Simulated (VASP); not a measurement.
# Ta (P6_3/mmc) in VASP: further runs, part 2 of 2

VASP 6.6.1.

### Step 3. Single point, LDA

File INCAR:

```
SYSTEM = Ta
ALGO = Fast
EDIFF = 1E-6
ENCUT = 520
GGA = CA
ISIF = 2
ISMEAR = -1
LASPH = .True.
LCHARG = .False.
LREAL = .False.
LWAVE = .False.
NBANDS = 18
NELM = 100
PREC = Accurate
SIGMA = 0.05
```

File KPOINTS:

```
k-points
0
Gamma
  11 11 5
  0 0 0
```

File POSCAR:

```
Ta
1.0
    2.9003720726      0.0000000000      0.0000000000
   -1.4501860363      2.5117958953      0.0000000000
    0.0000000000      0.0000000000      5.1662740000
Ta
2
Direct
    0.3333333333      0.6666666667      0.2500000000
    0.6666666667      0.3333333333      0.7500000000
```

Potentials or basis: VASP PAW LDA potentials, release 64 (Ta_pv).

Command:

```bash
$ cat potpaw_LDA.64/Ta_pv/POTCAR > POTCAR
$ mpirun -np 1 vasp_std > vasp.out
```

OUTCAR:

```text
SYSTEM = Ta
   EDIFF = 1E-6
   ENCUT = 520
   GGA = CA
   ISIF = 2
   ISMEAR = -1
   LASPH = .True.
   LREAL = .False.
   NELM = 100
   PREC = Accurate

 ion  position               nearest neighbor table
   1  0.333  0.667  0.250-   2 3.08   2 3.08   2 3.08   2 3.08   2 3.08   2 3.08
   2  0.667  0.333  0.750-   1 3.08   1 3.08   1 3.08   1 3.08   1 3.08   1 3.08

  LATTYP: Found a hexagonal cell.
 ALAT       =     2.9003720726
 C/A-ratio  =     1.7812452577

  Lattice vectors:

 A1 = (   2.9003720726,   0.0000000000,   0.0000000000)
 A2 = (  -1.4501860363,   2.5117958953,   0.0000000000)
 A3 = (   0.0000000000,   0.0000000000,   5.1662740000)

Analysis of symmetry for initial positions (statically):
=====================================================================
 Subroutine PRICEL returns:
 Original cell was already a primitive cell.

 Routine SETGRP: Setting up the symmetry group for a
 hexagonal supercell.

 Subroutine GETGRP returns: Found 24 space group operations
 (whereof 12 operations were pure point group operations)
 out of a pool of 24 trial point group operations.

The static configuration has the point symmetry D_3d.
[... 163 lines left out ...]

 E-fermi :   5.4765     XC(G=0): -12.5620

 val. band max:        5.4639402448   @ k =   0.3636  -0.0000   0.0000
 cond. band min:       5.4895571066   @ k =   0.0000   0.0000   0.0000
 fundamental gap:      0.0256168618
 Fermi energy:         5.4764522352

 k-point     1 :       0.0000    0.0000    0.0000
  band No.  band energies     occupation
      1     -28.9390      2.00000
      2     -28.1131      2.00000
      3     -27.9967      2.00000
      4     -27.9967      2.00000
      5     -27.9133      2.00000
      6     -27.9133      2.00000
[... 481 lines left out ...]
      5     -28.1181      2.00000
      6     -28.0464      2.00000
[... 10 lines left out ...]
     17      10.4094      0.00000
     18      12.0883      0.00000

 [... further k-points ...]

------------------------ aborting loop because EDIFF is reached ----------------------------------------

  FORCE on cell =-STRESS in cart. coord.  units (eV):
  Direction    XX          YY          ZZ          XY          YZ          ZX
  --------------------------------------------------------------------------------------
  -------------------------------------------------------------------------------------
  Total       -2.9077812     -2.9077812     -2.1936806      0.0000000      0.0000000     -0.0000000
  in kB     -123.7818034   -123.7818034    -93.3831430      0.0000000      0.0000000     -0.0000000
  external PRESSURE =    -113.6489166 kB  Pullay stress =       0.0000000 kB

 VOLUME and BASIS-vectors are now :
 -----------------------------------------------------------------------------
  energy-cutoff  :      520.00
  volume of cell :       37.64
      direct lattice vectors                 reciprocal lattice vectors
     2.900372073  0.000000000  0.000000000     0.344783350  0.199060760  0.000000000
    -1.450186036  2.511795895  0.000000000     0.000000000  0.398121520  0.000000000
     0.000000000  0.000000000  5.166274000     0.000000000  0.000000000  0.193563098

 POSITION                                       TOTAL-FORCE (eV/Angst)
 -----------------------------------------------------------------------------------
     -0.00000      1.67453      1.29157         0.000000     -0.000000      0.000000
      1.45019      0.83727      3.87471        -0.000000      0.000000      0.000000
 -----------------------------------------------------------------------------------
    total drift:                               -0.000000      0.000000     -0.000000

  FREE ENERGIE OF THE ION-ELECTRON SYSTEM (eV)
  ---------------------------------------------------
  free  energy   TOTEN  =       -24.9892656518 eV

  energy  without entropy=      -24.9712432848  energy(sigma->0) =      -24.98025447
```

OSZICAR:

```text
N       E                     dE             d eps       ncg     rms          rms(c)
DAV:   1     0.166666249909E+03    0.16667E+03   -0.12910E+04  1728   0.126E+03
DAV:   2    -0.218138455027E+02   -0.18848E+03   -0.18558E+03  2164   0.351E+02
DAV:   3    -0.259773552766E+02   -0.41635E+01   -0.41098E+01  2050   0.490E+01
DAV:   4    -0.260072644560E+02   -0.29909E-01   -0.29885E-01  2056   0.440E+00
DAV:   5    -0.260075095139E+02   -0.24506E-03   -0.24505E-03  1906   0.366E-01    0.175E+01
RMM:   6    -0.252244826807E+02    0.78303E+00   -0.75353E-01  1752   0.623E+00    0.825E+00
RMM:   7    -0.249891794856E+02    0.23530E+00   -0.86568E-01  1926   0.608E+00    0.505E-01
RMM:   8    -0.249886690348E+02    0.51045E-03   -0.44983E-02  2073   0.148E+00    0.436E-01
RMM:   9    -0.249895628039E+02   -0.89377E-03   -0.11849E-02  2106   0.621E-01    0.265E-01
RMM:  10    -0.249892535493E+02    0.30925E-03   -0.27703E-03  1895   0.392E-01    0.873E-02
RMM:  11    -0.249892591382E+02   -0.55889E-05   -0.34399E-04  2297   0.125E-01    0.239E-02
RMM:  12    -0.249892652126E+02   -0.60744E-05   -0.58781E-05  2313   0.532E-02    0.241E-02
RMM:  13    -0.249892656518E+02   -0.43914E-06   -0.81516E-06  1834   0.160E-02
   1 F= -.24989266E+02 E0= -.24980254E+02  d E =-.180224E-01
```

Wall time 26 s (1 thread of Intel Xeon Platinum 8259CL at 2.50GHz (Skylake/Cascade Lake), shared host); peak memory 0.15 GiB.

Results:

```yaml
Free_energy: -24.9893 eV
Pressure: -11.4 GPa
Band_gap_on_the_k_mesh: zero (band 11 reaches 6.44 eV, above the bottom of band 12 at 4.91 eV)
```

Levels at points of the mesh, in eV from the Fermi level:
```csv
k point,band 8,band 9,band 10,band 11,band 12,band 13,band 14,band 15
"(0.00, 0.00, 0.00)",-4.88,-0.61,0.01,0.54,0.54,1.09,1.09,2.87
```

Caveat: spin-orbit coupling is left out, which moves the levels of the heavy elements.

### Step 4. Single point, PBE

This run uses another cell than the first one, of 17.69 Å³/atom, 0.940 times its volume.

File INCAR:

```
SYSTEM = Ta
PREC     = Accurate       ! precision mode
ENCUT    = 520            ! plane-wave cutoff, eV
EDIFF    = 1E-6           ! SCF threshold, eV
ISMEAR   = -1             ! smearing method
SIGMA    = 0.05           ! smearing width, eV
LREAL    = .FALSE.        ! projectors in reciprocal space
LASPH    = .TRUE.         ! aspherical terms in the spheres
NELM     = 60             ! most SCF steps
ALGO     = Fast           ! electronic algorithm
ISIF     = 2              ! what is computed and relaxed
LWAVE    = .FALSE.        ! write WAVECAR
LCHARG   = .TRUE.         ! write CHGCAR
GGA      = PE             ! functional
LELF     = .TRUE.         ! ELF
LVHAR    = .TRUE.       
NBANDS   = 18             ! bands
```

File KPOINTS:

```
Automatic mesh
0
G
  11 11 5
  0 0 0
```

File POSCAR:

```
Ta
1.0
    2.8411641924      0.0000000000      0.0000000000
   -1.4205820962      2.4605203670      0.0000000000
    0.0000000000      0.0000000000      5.0608102442
Ta
2
Direct
    0.3333333333      0.6666666667      0.2500000000
    0.6666666667      0.3333333333      0.7500000000
```

Potentials or basis: VASP PAW PBE potentials, release 64 (Ta_pv).

Command:

```bash
$ cat potpaw_PBE.64/Ta_pv/POTCAR > POTCAR
$ mpirun -np 1 vasp_std > vasp.out
```

OUTCAR:

```text
SYSTEM = Ta
   PREC = Accurate
   ENCUT = 520
   EDIFF = 1E-6
   ISMEAR = -1
   LREAL = .FALSE.
   LASPH = .TRUE.
   NELM = 60
   ISIF = 2
   GGA = PE

 ion  position               nearest neighbor table
   1  0.333  0.667  0.250-   2 3.02   2 3.02   2 3.02   2 3.02   2 3.02   2 3.02
   2  0.667  0.333  0.750-   1 3.02   1 3.02   1 3.02   1 3.02   1 3.02   1 3.02

  LATTYP: Found a hexagonal cell.
 ALAT       =     2.8411641924
 C/A-ratio  =     1.7812452577

  Lattice vectors:

 A1 = (   2.8411641924,   0.0000000000,   0.0000000000)
 A2 = (  -1.4205820962,   2.4605203670,   0.0000000000)
 A3 = (   0.0000000000,   0.0000000000,   5.0608102442)

Analysis of symmetry for initial positions (statically):
=====================================================================
 Subroutine PRICEL returns:
 Original cell was already a primitive cell.

 Routine SETGRP: Setting up the symmetry group for a
 hexagonal supercell.

 Subroutine GETGRP returns: Found 24 space group operations
 (whereof 12 operations were pure point group operations)
 out of a pool of 24 trial point group operations.

The static configuration has the point symmetry D_3d.
 The point group associated with its full space group is D_6h.

Analysis of symmetry for dynamics (positions and initial velocities):
=====================================================================
 Subroutine PRICEL returns:
 Original cell was already a primitive cell.

 Routine SETGRP: Setting up the symmetry group for a
 hexagonal supercell.

 Subroutine GETGRP returns: Found 24 space group operations
 (whereof 12 operations were pure point group operations)
 out of a pool of 24 trial point group operations.

The dynamic configuration has the point symmetry D_3d.
 The point group associated with its full space group is D_6h.

 Subroutine INISYM returns: Found 24 space group operations
 (whereof 12 operations are pure point group operations),
 and found     1 'primitive' translations

----------------------------------------------------------------------------------------

                                     Primitive cell

  volume of cell :      35.3788

  direct lattice vectors                    reciprocal lattice vectors
     2.841164192  0.000000000  0.000000000     0.351968395  0.203209047  0.000000000
    -1.420582096  2.460520367  0.000000000     0.000000000  0.406418095  0.000000000
     0.000000000  0.000000000  5.060810244     0.000000000  0.000000000  0.197596818

  length of vectors
     2.841164192  2.841164192  5.060810244     0.406418095  0.406418095  0.197596818

  position of ions in fractional coordinates (direct lattice)
     0.333333333  0.666666667  0.250000000
     0.666666667  0.333333333  0.750000000

  ion indices of the primitive-cell ions
   primitive index   ion index
                 1           1
                 2           2

----------------------------------------------------------------------------------------

 KPOINTS: Automatic mesh

Automatic generation of k-mesh.
 Grid dimensions read from file:
 generate k-points for:   11   11    5

 Generating k-lattice:

  Cartesian coordinates                     Fractional coordinates (reciprocal lattice)
     0.031997127  0.018473550  0.000000000     0.090909091  0.000000000  0.000000000
     0.000000000  0.036947100  0.000000000     0.000000000  0.090909091  0.000000000
     0.000000000  0.000000000  0.039519364     0.000000000  0.000000000  0.200000000

  Length of vectors
     0.036947100  0.036947100  0.039519364

  Shift w.r.t. Gamma in fractional coordinates (k-lattice)
     0.000000000  0.000000000  0.000000000

 Subroutine IBZKPT returns following result:
 ===========================================

 Found     48 irreducible k-points:

 Following reciprocal coordinates:
            Coordinates               Weight
  0.000000  0.000000  0.000000      1.000000
  0.090909  0.000000  0.000000      6.000000
  0.181818 -0.000000  0.000000      6.000000
  0.272727 -0.000000  0.000000      6.000000
  0.363636 -0.000000  0.000000      6.000000
  0.454545  0.000000  0.000000      6.000000
[... 16 lines left out ...]
  0.090909  0.090909  0.200000     12.000000
  0.181818  0.090909  0.200000     24.000000
 [... further k-points ...]
   k-points           NKPTS =     48   k-points in BZ     NKDIM =     48   number of bands    NBANDS=     18
   number of dos      NEDOS =    301   number of ions     NIONS =      2
   total plane-waves  NPLWV =  23040
   dimension x,y,z NGX =    24 NGY =   24 NGZ =   40
   dimension x,y,z NGXF=    48 NGYF=   48 NGZF=   80
   ions per type =               2
   NGX,Y,Z   is equivalent  to a cutoff of  14.04, 14.04, 13.14 a.u.
   NGXF,Y,Z  is equivalent  to a cutoff of  28.09, 28.09, 26.28 a.u.
 SYSTEM =  Ta
   PREC   = accura    normal or accurate (medium, high low for compatibility)
   ISTART =      0    job   : 0-new  1-cont  2-samecut
   ICHARG =      2    charge: 1-file 2-atom 10-const
   ISPIN  =      1    spin polarized calculation?
   LNONCOLLINEAR =      F non collinear calculations
   LSORBIT =      F    spin-orbit coupling
   LASPH  =      T    aspherical Exc in radial PAW
   ENCUT  =  520.0 eV  38.22 Ry    6.18 a.u.   5.28  5.28  9.41*2*pi/ulx,y,z
   NELM   =     60;   NELMIN=  2; NELMDL= -5     # of ELM steps
   EDIFF  = 0.1E-05   stopping-criterion for ELM
   LREAL  =      F    real-space projection
   EDIFFG = 0.1E-04   stopping-criterion for IOM
   NSW    =      0    number of steps for IOM
   IBRION =     -1    ionic relax: 0-MD 1-quasi-New 2-CG
   NFREE  =      0    steps in history (QN), initial steepest desc. (CG)
   ISIF   =      2    stress and relaxation
   ISYM   =      2    0-nonsym 1-usesym 2-fastsym
   POTIM  = 0.5000    time-step for ionic-motion
   TEBEG  =    0.0;   TEEND  =   0.0 temperature during run
   PSTRESS=    0.0 pullay stress
   NELECT =      22.0000    total number of electrons
   NUPDOWN=      -1.0000    fix difference up-down
   EMIN   =  10.00;   EMAX   =-10.00  energy-range for DOS
   EFERMI =   0.00;   METHOD = LEGACY
   ISMEAR =    -1;   SIGMA  =   0.05  broadening in eV -4-tet -1-fermi 0-gaus
   EFERMI_NEDOS =   21; number of points for ismear=-14 and -15
   IALGO  =     68    algorithm
   IMIX   =      4    mixing-type and parameters
     AMIX     =   0.40;   BMIX     =  1.00
     AMIX_MAG =   1.60;   BMIX_MAG =  1.00
  volume/ion in A,a.u.               =      17.69       119.37
  Fermi-wavevector in a.u.,A,eV,Ry     =   1.397337  2.640585 26.566079  1.952552
  Thomas-Fermi vector in A             =   2.520603
   LORBIT       =      0    0 simple, 1 ext, 2 COOP (PROOUT), +10 PAW based schemes
   GGA     = PE    functional components
   LHFCALC =     F    Hartree Fock is set to
   AEXX    =    0.0000 exact exchange contribution
   IVDW    =     0    specifies the selected vdW correction
   LEPSILON=     F    determine dielectric tensor
   LRPA    =     F    only Hartree local field effects (RPA)
 non-spin polarized calculation
 RMM-DIIS sequential band-by-band and
  energy-cutoff  :      520.00
  volume of cell :       35.38
 maximum number of plane-waves:       968
 NGX is ok and might be reduce to    24
   NGX = 11   NGY = 11   NGZ = 19

 number of electron      21.9999997 magnetization

 Free energy of the ion-electron system (eV)
  ---------------------------------------------------
  ext. energy  EPLUGINS =         0.00000000
  ---------------------------------------------------
  free energy    TOTEN  =       -23.01329120 eV

  energy without entropy =      -22.99712593  energy(sigma->0) =      -23.00520857

 E-fermi :   6.1022     XC(G=0): -12.6973

 val. band max:        6.0925541606   @ k =   0.1818   0.1818   0.0000
 cond. band min:       6.1242797701   @ k =   0.0000   0.0000   0.0000
 fundamental gap:      0.0317256095
 Fermi energy:         6.1021864239

 k-point     1 :       0.0000    0.0000    0.0000
  band No.  band energies     occupation
      1     -28.4666      2.00000
      2     -27.4636      2.00000
      3     -27.3387      2.00000
      4     -27.3387      2.00000
      5     -27.2391      2.00000
      6     -27.2391      2.00000
[... 10 lines left out ...]
     17      11.5790      0.00000
     18      11.5790      0.00000
[... 463 lines left out ...]
 k-point    24 :       0.1818    0.0909    0.2000
  band No.  band energies     occupation
      1     -28.2234      2.00000
      2     -27.8979      2.00000
      3     -27.8506      2.00000
      4     -27.5523      2.00000
      5     -27.4817      2.00000
      6     -27.3978      2.00000
[... 10 lines left out ...]
     17      11.4916      0.00000
     18      13.3212      0.00000

 [... further k-points ...]

------------------------ aborting loop because EDIFF is reached ----------------------------------------

  FORCE on cell =-STRESS in cart. coord.  units (eV):
  Direction    XX          YY          ZZ          XY          YZ          ZX
  --------------------------------------------------------------------------------------
  -------------------------------------------------------------------------------------
  Total        2.7311583      2.7311583      2.6437099      0.0000000      0.0000000      0.0000000
  in kB      123.6841644    123.6841644    119.7239494      0.0000000      0.0000000      0.0000000
  external PRESSURE =     122.3640927 kB  Pullay stress =       0.0000000 kB

 VOLUME and BASIS-vectors are now :
 -----------------------------------------------------------------------------
  energy-cutoff  :      520.00
  volume of cell :       35.38
      direct lattice vectors                 reciprocal lattice vectors
     2.841164192  0.000000000  0.000000000     0.351968395  0.203209047  0.000000000
    -1.420582096  2.460520367  0.000000000     0.000000000  0.406418095  0.000000000
     0.000000000  0.000000000  5.060810244     0.000000000  0.000000000  0.197596818

 POSITION                                       TOTAL-FORCE (eV/Angst)
 -----------------------------------------------------------------------------------
     -0.00000      1.64035      1.26520        -0.000000      0.000000      0.000000
      1.42058      0.82017      3.79561         0.000000      0.000000      0.000000
 -----------------------------------------------------------------------------------
    total drift:                               -0.000000      0.000000     -0.000000

  FREE ENERGIE OF THE ION-ELECTRON SYSTEM (eV)
  ---------------------------------------------------
  free  energy   TOTEN  =       -23.0132911975 eV

  energy  without entropy=      -22.9971259326  energy(sigma->0) =      -23.00520857
```

Run time: 12 s. Hardware: 1 thread of Intel Xeon 6975P-C (Granite Rapids), shared host; peak memory 0.16 GiB.

What came out:

```
Free energy            : -23.0133 eV
Pressure               : 12.2 GPa
Band gap on the k mesh : zero (band 11 reaches 7.15 eV, above the bottom of band 12 at 5.49 eV)
```

Caveat: spin-orbit coupling is left out, which moves the levels of the heavy elements.

### Step 5. Summary

| level | potentials or basis | cell | smearing | gap on the mesh (eV) | pressure (GPa) |
| --- | --- | --- | --- | --- | --- |
| PBE | VASP PAW PBE potentials, release 64 (Ta_pv) | a = 2.900, b = 2.900, c = 5.166 Å, angles 90.0, 90.0, 120.0°, 2 atoms | gaussian 0.011 eV | none | -1.0 |
| LDA | VASP PAW LDA potentials, release 64 (Ta_pv) | a = 2.900, b = 2.900, c = 5.166 Å, angles 90.0, 90.0, 120.0°, 2 atoms | fermi-dirac 0.05 eV | none | -11.4 |
| PBE | VASP PAW PBE potentials, release 64 (Ta_pv) | a = 2.841, b = 2.841, c = 5.061 Å, angles 90.0, 90.0, 120.0°, 2 atoms | fermi-dirac 0.05 eV | none | 12.2 |

Alike in all rows: task single point; no spin polarisation; k mesh 11 × 11 × 5; cutoff (eV) 520.

Caveats: spin-orbit coupling is left out, which moves the levels of the heavy elements.

Total energies depend on the potentials used, so only differences within one code and one set of settings carry meaning.
